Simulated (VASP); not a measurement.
Set up this calculation in VASP 6.6.1, as the native input.

- Task: single point
- Functional: r2SCAN
- Dispersion: D3(BJ)
- Potentials or basis: VASP PAW PBE potentials, release 64 (Hf_pv, C)
- Cutoff: 520 eV
- k mesh: 10 × 10 × 10
- Occupations: gaussian, width 0.1 eV
- Spin: no spin polarisation
- Dipole correction: no
- Further INCAR settings: ALGO = Normal; EDIFF = 1e-06; NBANDS = 14

HfC:

```xyz
2
Lattice="0.0000 2.3250 2.3250 2.3250 0.0000 2.3250 2.3250 2.3250 0.0000" Properties=species:S:1:pos:R:3 pbc="T T T"
Hf    2.3250    2.3250    2.3250
C     0.0000    0.0000    0.0000
```

These files were run (other wordings do the same):

POSCAR

```
HfC
1.0
    0.0000000000      2.3250000000      2.3250000000
    2.3250000000      0.0000000000      2.3250000000
    2.3250000000      2.3250000000      0.0000000000
Hf C
1 1
Direct
    0.5000000000      0.5000000000      0.5000000000
    0.0000000000      0.0000000000      0.0000000000
```

INCAR.step1

```
  ALGO = Normal
  EDIFF = 1E-4
  ENCUT = 520
  GGA = PE
  ISMEAR = 0
  LASPH = T
  LCHARG = F
  LREAL = F
  LWAVE = T
  NBANDS = 14
  NELM = 60
  PREC = Accurate
  SIGMA = 0.1
```

INCAR.step2

```
  ALGO = Normal
  EDIFF = 1E-6
  ENCUT = 520
  ISIF = 2
  ISMEAR = 0
  ISTART = 1
  IVDW = 12
  LASPH = T
  LCHARG = F
  LMIXTAU = T
  LREAL = F
  LWAVE = F
  METAGGA = R2SCAN
  NBANDS = 14
  NELM = 60
  PREC = Accurate
  SIGMA = 0.1
  VDW_A1 = 0.49484001
  VDW_A2 = 5.73083694
  VDW_S6 = 1.0
  VDW_S8 = 0.78981345
```

KPOINTS

```
k-points
0
Gamma
  10 10 10
```

Potentials or basis: VASP PAW PBE potentials, release 64 (Hf_pv, C).

The run is started by

```sh
$ cat potpaw_PBE.64/Hf_pv/POTCAR potpaw_PBE.64/C/POTCAR > POTCAR
$ cp INCAR.step1 INCAR
$ mpirun -np 1 vasp_std > vasp.out
$ cp INCAR.step2 INCAR
$ mpirun -np 1 vasp_std > vasp.out
```

Results of the run:

* Pressure: -4.6 GPa
* Band gap on the k mesh: zero (bands 7 and 8 overlap by 1.47 eV)
* Dispersion energy per atom: -0.170 eV

Caveat: the cell stands under tension; the PAW data sets were made with another functional, which shifts forces and pressure a little; spin-orbit coupling is left out, which moves the levels of the heavy elements.

Wall time 63 s on 1 thread of Intel Xeon 8259CL, with other jobs on the host, peak memory 0.16 GiB.
